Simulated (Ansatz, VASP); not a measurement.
**Zn: VASP beside Ansatz**

```xyz
2
Lattice="2.6737 0.0000 0.0000 -1.3368 2.3154 0.0000 0.0000 0.0000 4.9631" Properties=species:S:1:pos:R:3 pbc="T T T"
Zn    0.0000    1.5436    1.2408
Zn    1.3368    0.7718    3.7224
```

Change from the starting cell: volume scaled by 1.01, crystal datasets.

Alike in both runs: task electric field gradients; functional PBEsol; k mesh 18 × 18 × 8; occupations fermi-dirac, width 0.03 eV; no spin polarisation.

|  | VASP | Ansatz |
| --- | --- | --- |
| version | VASP 6.6.1 | Ansatz 0.2.0 |
| potentials or method | VASP PAW PBE potentials, release 64 (Zn), cutoff 520 eV | all-electron PAW with datasets made for the crystal, scalar-relativistic |

Ansatz gave:

* pressure (GPa): -6.0
* traceless stress, the component that is largest in VASP (GPa): 1.53
* size of Vzz on the site where it differs most (V/Å²): 34.0

Estimate VASP's values.

pressure (GPa): -5.6; traceless stress, the component that is largest in VASP (GPa): 1.43; size of Vzz on the site where it differs most (V/Å²): 34.3.

VASP's potentials were made for PBE, not for PBEsol. Ansatz ran all-electron here, and VASP with PAW potentials.
